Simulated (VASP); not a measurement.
# Si8C7 (a cell with a defect) in VASP: a series of runs, part 2 of 2

VASP 6.6.1. The steps go on from the part before.

## 3. Single point, PBE

Input file INCAR:

```
PREC     = Accurate       # precision mode
ENCUT    = 520            # plane-wave cutoff, eV
EDIFF    = 1E-6           # SCF threshold, eV
ISMEAR   = 0              # smearing method
SIGMA    = 0.01           # smearing width, eV
LREAL    = Auto         
LASPH    = T              # aspherical terms in the spheres
NELM     = 100            # most SCF steps
ALGO     = Normal         # electronic algorithm
ISIF     = 2              # what is computed and relaxed
LWAVE    = F              # write WAVECAR
LCHARG   = F              # write CHGCAR
GGA      = PE             # functional
NBANDS   = 43             # bands
NELECT   = 58.0
```

Input file KPOINTS:

```
Automatic mesh
0
Gamma
  4 4 4
```

Input file POSCAR:

```
Si8C7
1.0
    0.0000000000      0.0000000000     -5.0742922873
    3.0919365181     -5.3553911431      0.0000000000
   -6.1838730361      0.0000000000      0.0000000000
Si C
8 7
Direct
    0.5499925090      0.1666666667      0.3333333333
    0.4989727819      0.6693887191      0.3387774382
    0.4989727819      0.1612225618      0.8306112809
    0.4989727819      0.6693887191      0.8306112809
   -0.0077537922      0.3426363456      0.1573636544
   -0.0077537922      0.8147273088      0.1573636544
   -0.0077537922      0.3426363456      0.6852726912
   -0.0065969759      0.8333333333      0.6666666667
    0.1250307889      0.6685730973      0.3371461947
    0.1250307889      0.1628538053      0.8314269027
    0.1250307889      0.6685730973      0.8314269027
    0.6203330334      0.3349198530      0.1650801470
    0.6203330334      0.8301602939      0.1650801470
    0.6203330334      0.3349198530      0.6698397061
    0.6222743241      0.8333333333      0.6666666667
```

Potentials or basis: VASP PAW PBE potentials, release 64 (Si, C).

Launch:

```
> cat potpaw_PBE.64/Si/POTCAR potpaw_PBE.64/C/POTCAR > POTCAR
> mpirun -np 1 vasp_std > vasp.out
```

OUTCAR:

```text
PREC = Accurate
   ENCUT = 520
   EDIFF = 1E-6
   ISMEAR = 0
   LREAL = Auto
   LASPH = T
   NELM = 100
   ISIF = 2
   GGA = PE
   NELECT = 58.0

 ion  position               nearest neighbor table
   1  0.550  0.167  0.333-  12 1.84  14 1.84  13 1.84   5 2.93   7 2.93   6 2.93   3 3.10   2 3.10
                             4 3.10   4 3.10   3 3.10   2 3.10
   2  0.499  0.669  0.339-  15 1.86  13 1.89  12 1.89   9 1.90   4 3.04   3 3.04   6 3.06   5 3.06
                             8 3.06   1 3.10   1 3.10   8 3.11   6 3.11   5 3.11   4 3.14   3 3.14
   3  0.499  0.161  0.831-  15 1.86  14 1.89  12 1.89  10 1.90   2 3.04   4 3.04   5 3.06   7 3.06
                             8 3.06   1 3.10   1 3.10   8 3.11   5 3.11   7 3.11   2 3.14   4 3.14
   4  0.499  0.669  0.831-  15 1.86  13 1.89  14 1.89  11 1.90   2 3.04   3 3.04   6 3.06   7 3.06
                             8 3.06   1 3.10   1 3.10   8 3.11   6 3.11   7 3.11   2 3.14   3 3.14
   5  0.992  0.343  0.157-  10 1.87   9 1.87  12 1.89   7 2.92   6 2.92   1 2.93   3 3.06   2 3.06
                             8 3.09   8 3.09   3 3.11   2 3.11
[... 798 lines left out ...]
  Direction    XX          YY          ZZ          XY          YZ          ZX
  --------------------------------------------------------------------------------------
  -------------------------------------------------------------------------------------
  Total      -21.7759402    -21.7759402    -21.5933165      0.0000000     -0.0000000     -0.0000000
  in kB     -207.6157315   -207.6157315   -205.8745644      0.0000000     -0.0000000     -0.0000000
  external PRESSURE =    -207.0353425 kB  Pullay stress =       0.0000000 kB

 VOLUME and BASIS-vectors are now :
 -----------------------------------------------------------------------------
  energy-cutoff  :      520.00
  volume of cell :      168.05
      direct lattice vectors                 reciprocal lattice vectors
     0.000000000  0.000000000 -5.074292287     0.000000000  0.000000000 -0.197071817
     3.091936518 -5.355391143  0.000000000     0.000000000 -0.186727724  0.000000000
    -6.183873036  0.000000000  0.000000000    -0.161710953 -0.093363862  0.000000000

 POSITION                                       TOTAL-FORCE (eV/Angst)
 -----------------------------------------------------------------------------------
     -1.54597     -0.89257     -2.79082         0.000000      0.000000     -0.011006
     -0.02525     -3.58484     -2.53193         0.004887      0.002822     -0.000567
     -4.63790     -0.86341     -2.53193         0.000000     -0.005643     -0.000567
     -3.06669     -3.58484     -2.53193        -0.004887      0.002822     -0.000567
      0.08629     -1.83495     -5.03495         0.006865     -0.003964      0.004947
      1.54597     -4.36318     -5.03495        -0.000000      0.007927      0.004947
     -3.17823     -1.83495     -5.03495        -0.006865     -0.003964      0.004947
     -1.54597     -4.46283     -5.04082        -0.000000      0.000000     -0.002519
     -0.01768     -3.58047     -0.63444        -0.001097     -0.000633     -0.008364
     -4.63790     -0.87215     -0.63444        -0.000000      0.001266     -0.008364
     -3.07425     -3.58047     -0.63444         0.001097     -0.000633     -0.008364
      0.01472     -1.79363     -3.14775        -0.007886      0.004553      0.009036
      1.54597     -4.44583     -3.14775         0.000000     -0.009105      0.009036
     -3.10665     -1.79363     -3.14775         0.007886      0.004553      0.009036
     -1.54597     -4.46283     -3.15760         0.000000      0.000000     -0.001631
 -----------------------------------------------------------------------------------
    total drift:                               -0.000000     -0.000000     -0.005124

  FREE ENERGIE OF THE ION-ELECTRON SYSTEM (eV)
  ---------------------------------------------------
  free  energy   TOTEN  =      -125.0161114041 eV

  energy  without entropy=     -125.0161114041  energy(sigma->0) =     -125.01611140
```

OSZICAR:

```text
N       E                     dE             d eps       ncg     rms          rms(c)
DAV:   1     0.139961772931E+03    0.13996E+03   -0.25851E+04  1118   0.120E+03
DAV:   2    -0.120987951560E+03   -0.26095E+03   -0.24932E+03  1376   0.210E+02
DAV:   3    -0.138074101346E+03   -0.17086E+02   -0.16960E+02  1412   0.519E+01
DAV:   4    -0.138389716952E+03   -0.31562E+00   -0.31507E+00  1460   0.790E+00
DAV:   5    -0.138395750541E+03   -0.60336E-02   -0.60307E-02  1484   0.107E+00    0.234E+01
DAV:   6    -0.125297393727E+03    0.13098E+02   -0.40163E+01  1321   0.213E+01    0.102E+01
DAV:   7    -0.125072236043E+03    0.22516E+00   -0.45273E+00  1404   0.746E+00    0.458E+00
DAV:   8    -0.125022151060E+03    0.50085E-01   -0.32787E-01  1401   0.210E+00    0.156E+00
DAV:   9    -0.125015572174E+03    0.65789E-02   -0.52649E-02  1404   0.953E-01    0.271E-01
DAV:  10    -0.125015788304E+03   -0.21613E-03   -0.53047E-03  1364   0.291E-01    0.171E-01
DAV:  11    -0.125016098619E+03   -0.31032E-03   -0.62499E-04  1468   0.114E-01    0.456E-02
DAV:  12    -0.125016102947E+03   -0.43274E-05   -0.98362E-05  1396   0.404E-02    0.266E-02
DAV:  13    -0.125016111307E+03   -0.83607E-05   -0.26543E-05  1396   0.225E-02    0.630E-03
DAV:  14    -0.125016111404E+03   -0.96726E-07   -0.18374E-06  1052   0.651E-03
   1 F= -.12501611E+03 E0= -.12501611E+03  d E =-.224313E-31
```

stdout:

```text
POSCAR found type information on POSCAR SiC
 POSCAR found :  2 types and      15 ions
 scaLAPACK will be used
 LDA part: xc-table for (Slater+PW92), standard interpolation
 POSCAR, INCAR and KPOINTS ok, starting setup
 FFT: planning ... GRIDC
 FFT: planning ... GRID_SOFT
 FFT: planning ... GRID
 WAVECAR not read
 entering main loop
 the old and the new charge density differ
 old charge density:    60.00000 new   58.00000
    0.234E+01
```

It took 2.1 min on 1 thread of Intel Xeon Platinum 8259CL at 2.50GHz (Skylake/Cascade Lake), shared host; peak memory 0.29 GiB.

Results:

* Free energy: -125.0161 eV
* Largest force: 0.013 eV/Å

Forces on the atoms (eV/Å):
```
Si   0.000  0.000 -0.011
Si   0.005  0.003 -0.001
Si   0.000 -0.006 -0.001
Si  -0.005  0.003 -0.001
Si   0.007 -0.004  0.005
Si   0.000  0.008  0.005
Si  -0.007 -0.004  0.005
Si   0.000  0.000 -0.003
C   -0.001 -0.001 -0.008
C    0.000  0.001 -0.008
C    0.001 -0.001 -0.008
C   -0.008  0.005  0.009
C    0.000 -0.009  0.009
C    0.008  0.005  0.009
C    0.000  0.000 -0.002
```

Levels at points of the mesh, in eV from the Fermi level:
```tsv
k point	band 27	band 28	band 29	band 30	band 31	band 32
(0.00, 0.00, 0.00)	-0.91	-0.17	-0.17	1.77	3.28	3.41
(0.50, 0.00, 0.00)	-1.15	-0.53	-0.53	2.85	3.56	3.56
(0.00, 0.50, 0.00)	-0.77	-0.37	-0.08	1.09	2.20	3.37
(0.50, 0.50, 0.00)	-1.47	-1.32	-0.65	0.84	2.73	3.26
```

Caveat: the cell carries a net charge on a neutralising background, which shifts energy and pressure; the cell is charged against a uniform background, so pressure and absolute levels hang on convention.

## 4. Single point, PBE

Input file INCAR:

```
  PREC = Accurate
  ENCUT = 520
  EDIFF = 1E-6
  ISMEAR = 0
  SIGMA = 0.01
  LREAL = Auto
  LASPH = T
  NELM = 80
  ALGO = Normal
  ISIF = 2
  LWAVE = F
  LCHARG = F
  GGA = PE
  NBANDS = 43
```

Input file KPOINTS:

```
regular mesh
0
Gamma
  1 1 1
```

Input file POSCAR:

```
Si8C7
1.0
    0.0000000000      0.0000000000      5.0742922929
   -3.0919365161      5.3553911397      0.0000000000
   -3.0919365161     -5.3553911397      0.0000000000
Si C
8 7
Direct
    0.5138103128      0.1666666667      0.3333333333
    0.4870931899      0.6683139080      0.3366278159
    0.4870931899      0.1633721841      0.8316860920
    0.4870931899      0.6683139080      0.8316860920
    1.0141019271      0.7879628271      0.1439814136
    1.0141019271      0.3560185864      0.1439814136
    0.9892174585      0.8333333333      0.6666666667
    1.0141019271      0.3560185864      0.7120371729
    0.8681386003      0.6711529813      0.3423059625
    0.8681386003      0.1576940375      0.8288470187
    0.8681386003      0.6711529813      0.8288470187
    0.3845155853      0.8349838064      0.1674919032
    0.3845155853      0.3325080968      0.1674919032
    0.3600060280      0.8333333333      0.6666666667
    0.3845155853      0.3325080968      0.6650161936
```

Launch:

```
> cat potpaw_PBE.64/Si/POTCAR potpaw_PBE.64/C/POTCAR > POTCAR
> mpirun -np 1 vasp_gam > vasp.out
```

Wall time 17 s (1 thread of AMD EPYC 7R43 (Zen 3), shared host); peak memory 0.22 GiB.

Results (log left out):

- Free energy: -104.9924 eV
- Pressure: 1.9 GPa
- Largest force: 0.015 eV/Å
- Band gap on the k mesh: 1.73 eV

Forces in eV/Å, atoms in the order of the input:
```
Si   0.000  0.000 -0.003
Si  -0.002 -0.001  0.000
Si   0.002 -0.001  0.000
Si   0.000  0.003  0.000
Si  -0.003  0.002 -0.001
Si   0.000 -0.003 -0.001
Si   0.000  0.000  0.015
Si   0.003  0.002 -0.001
C    0.004  0.003  0.009
C   -0.004  0.003  0.009
C    0.000 -0.005  0.009
C   -0.007  0.004 -0.012
C    0.000 -0.009 -0.012
C    0.000  0.000 -0.001
C    0.007  0.004 -0.012
```

Stress tensor (GPa, compression positive):
```
 5.54  0.00  0.00
 0.00  5.54  0.00
 0.00  0.00 -5.32
```

Levels at points of the mesh, in eV from the valence-band top:
```tsv
k point	band 27	band 28	band 29	band 30	band 31	band 32	band 33	band 34
(0.00, 0.00, 0.00)	-2.22	-1.61	-1.61	0.00	1.73	1.88	1.88	3.37
```

Caveat: the k points lie up to 1.24 Å⁻¹ apart.

## 5. Single point, PBE

Input file INCAR:

```
PREC     = Accurate       # precision mode
ENCUT    = 520            # plane-wave cutoff, eV
EDIFF    = 1E-6           # SCF threshold, eV
ISMEAR   = 0              # smearing method
SIGMA    = 0.01           # smearing width, eV
LREAL    = Auto         
LASPH    = True           # aspherical terms in the spheres
NELM     = 60             # most SCF steps
ALGO     = Normal         # electronic algorithm
ISIF     = 2              # what is computed and relaxed
LWAVE    = False          # write WAVECAR
LCHARG   = False          # write CHGCAR
GGA      = PE             # functional
NELECT   = 58.0         
NBANDS   = 43             # bands
```

KPOINTS is that of step 4.

Input file POSCAR:

```
Si8C7
1.0
    0.0000000000      0.0000000000      5.0742922929
   -3.0919365161      5.3553911397      0.0000000000
   -3.0919365161     -5.3553911397      0.0000000000
Si C
8 7
Direct
    0.4679852862      0.1666666667      0.3333333333
    0.4901471247      0.6679399492      0.3358798983
    0.4901471247      0.1641201017      0.8320600508
    0.4901471247      0.6679399492      0.8320600508
    0.9998547662      0.8265951085      0.1632975543
    0.9998547662      0.3367024457      0.1632975543
    0.9927979210      0.8333333333      0.6666666667
    0.9998547662      0.3367024457      0.6734048915
    0.8790175643      0.6670101380      0.3340202761
    0.8790175643      0.1659797239      0.8329898620
    0.8790175643      0.6670101380      0.8329898620
    0.3897373655      0.8395072390      0.1697536195
    0.3897373655      0.3302463805      0.1697536195
    0.3875280378      0.8333333333      0.6666666667
    0.3897373655      0.3302463805      0.6604927610
```

Launch:

```
> cat potpaw_PBE.64/Si/POTCAR potpaw_PBE.64/C/POTCAR > POTCAR
> mpirun -np 1 vasp_gam > vasp.out
```

It took 18 s on 1 thread of AMD EPYC 7R43 (Zen 3), shared host; peak memory 0.22 GiB.

The run converged. Its results:

```yaml
Free_energy: -123.5584 eV
Largest_force: 0.022 eV/Å
```

Forces in eV/Å, atoms in the order of the input:
```
Si   0.000  0.000 -0.010
Si   0.002  0.001 -0.003
Si  -0.002  0.001 -0.003
Si   0.000 -0.003 -0.003
Si   0.006 -0.003 -0.002
Si   0.000  0.007 -0.002
Si   0.000  0.000 -0.013
Si  -0.006 -0.003 -0.002
C   -0.016 -0.009 -0.009
C    0.016 -0.009 -0.009
C    0.000  0.018 -0.009
C    0.000  0.000  0.022
C    0.000  0.000  0.022
C    0.000  0.000 -0.002
C    0.000  0.000  0.022
```

Levels at points of the mesh, in eV from the Fermi level:
```csv
k point,band 25,band 26,band 27,band 28,band 29,band 30,band 31,band 32,band 33,band 34
"(0.00, 0.00, 0.00)",-1.08,-0.88,-0.86,-0.07,-0.07,2.47,3.50,3.50,3.64,4.23
```

Caveat: the k points lie up to 1.24 Å⁻¹ apart; the cell carries a net charge on a neutralising background, which shifts energy and pressure; the cell is charged against a uniform background, so pressure and absolute levels hang on convention.
